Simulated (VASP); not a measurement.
# LiGe2As3: relaxation of cell and atoms with PBE

The system is LiGe2As3.

```
Li Ge As
1.0
     3.59726    0.00000    0.00000
    -1.79863    3.11532    0.00000
     0.00000    0.00000    8.87439
Li Ge As
1 2 3
Direct
  0.00000 0.00000 0.00000
  0.33333 0.66667 0.34617
  0.66667 0.33333 0.65383
  0.66667 0.33333 0.19234
  0.00000 0.00000 0.50000
  0.33333 0.66667 0.80766
```

```json
{
 "Program": "VASP 6.6.1",
 "Task": "relaxation of cell and atoms",
 "Functional": "PBE",
 "Potentials or basis": "VASP PAW PBE potentials, release 64 (Li_sv, Ge_d, As)",
 "Cutoff": "600 eV",
 "k mesh": "6 × 6 × 2",
 "Occupations": "gaussian, width 0.1 eV",
 "Spin": "no spin polarisation",
 "Dipole correction": "no",
 "Further INCAR settings": "ALGO = Normal; EDIFF = 1e-07; IBRION = 2; EDIFFG = -0.04; NSW = 90; ISIF = 3"
}
```

- Relaxed volume: 19.87 Å³/atom
- Relaxed cell: a = 3.675 Å, b = 3.675 Å, c = 10.195 Å, α = 90.00°, β = 90.00°, γ = 120.00°
- Space group after relaxing (to 0.05 Å): P-3m1 (No. 164)
- Energy gained by relaxing: 236.1 meV/atom
- Ionic steps: 15
- Pressure after relaxing: 0.0 GPa
- Largest force after relaxing: 0.010 eV/Å
- Band gap on the k mesh: zero (band 23 reaches 5.50 eV, above the bottom of band 24 at 4.65 eV)

Forces on the atoms (eV/Å):
```
Li   0.000  0.000  0.000
Ge   0.000  0.000  0.010
Ge   0.000  0.000 -0.010
As   0.000  0.000 -0.003
As   0.000  0.000  0.000
As   0.000  0.000  0.003
```

The path:
```
step  energy change (eV)  largest force (eV/Å)  pressure (GPa)  volume (Å³)
   1              0.0000                1.6253           19.07        99.45
   2             -1.0845                0.7074           -4.92       130.59
   3             -1.2304                0.8607           -0.74       120.79
   4             -1.3297                0.5382           -0.33       120.17
   5             -1.4016                0.1955            0.88       119.01
   6             -1.4018                0.2152            0.96       118.93
   7             -1.4106                0.0450           -0.47       121.40
   8             -1.4111                0.0740           -0.24       120.93
   9             -1.4111                0.0767           -0.19       120.88
  10             -1.4124                0.0672           -0.09       120.58
  11             -1.4140                0.0678            0.13       119.90
  12             -1.4146                0.0762            0.53       118.55
  13             -1.4148                0.0804            0.40       119.04
  14             -1.4156                0.0640            0.31       119.09
  15             -1.4166                0.0096            0.04       119.24
```

Final structure:
```
CELL_PARAMETERS angstrom
3.67509 0.00000 0.00000
-1.83755 3.18272 0.00000
0.00000 0.00000 10.19461
ATOMIC_POSITIONS crystal
Li 0.00000 0.00000 0.00000
Ge 0.33333 0.66667 0.32637
Ge 0.66667 0.33333 0.67363
As 0.66667 0.33333 0.18290
As 0.00000 0.00000 0.50000
As 0.33333 0.66667 0.81710
```

Levels at points of the mesh, in eV from the Fermi level:
```tsv
k point	band 21	band 22	band 23	band 24	band 25	band 26
(0.00, 0.00, 0.00)	0.12	0.12	0.60	0.60	2.23	3.01
(0.50, 0.00, 0.00)	-1.73	-1.61	-1.58	-0.10	0.40	2.36
(0.00, 0.00, 0.50)	0.18	0.57	0.57	1.20	1.78	2.99
(0.50, 0.00, 0.50)	-1.73	-1.48	-0.50	0.06	0.11	1.98
```

Run time: 8.8 min on 1 thread of AMD EPYC 9R45 (Zen 5), with other jobs on the host, peak memory 0.23 GiB.

Caveat: the cutoff is under 1.25 times the usual one of these potentials, so pressure, stress and relaxed cells hold a basis-set (Pulay) error; the volume moved by over 15 % at a fixed basis, so the end points are rough.
